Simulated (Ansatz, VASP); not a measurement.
## One calculation of Ag, two programs

```
Ag
1.0
    -1.65565    1.65565    1.65565
     1.65565   -1.65565    1.65565
     1.65565    1.65565   -1.65565
Ag
1
Direct
  0.00000 0.00000 0.00000
```

Alike in both runs: task relaxation of cell and atoms; functional PBE; k mesh 24 × 24 × 24; occupations gaussian, width 0.1 eV; no spin polarisation.

|  | VASP | Ansatz |
| --- | --- | --- |
| version | VASP 6.6.1 | Ansatz 0.2.0 |
| potentials or method | VASP PAW PBE potentials, release 64 (Ag), cutoff 500 eV | scalar-relativistic, plane waves, PAW |
| valence electrons in the cell | 11 | 19 |

VASP gave:

| Quantity | Value |
| --- | --- |
| gap on the k mesh at the Fermi level, each at its own relaxed structure (eV) | none |
| relaxed volume (Å³/atom) | 17.99 |
| relaxed cell length with the largest relative difference (Å) | 2.859 |

Problem. Which values does Ansatz return?

Solution. gap on the k mesh at the Fermi level, each at its own relaxed structure (eV): none; relaxed volume (Å³/atom): 18.00; relaxed cell length with the largest relative difference (Å): 2.860.

A gap of «none» marks a metal or a gap that the smearing closes. VASP's potentials hold 11 valence electrons a cell and Ansatz's 19, so a difference there can come from the potentials and not from the codes.
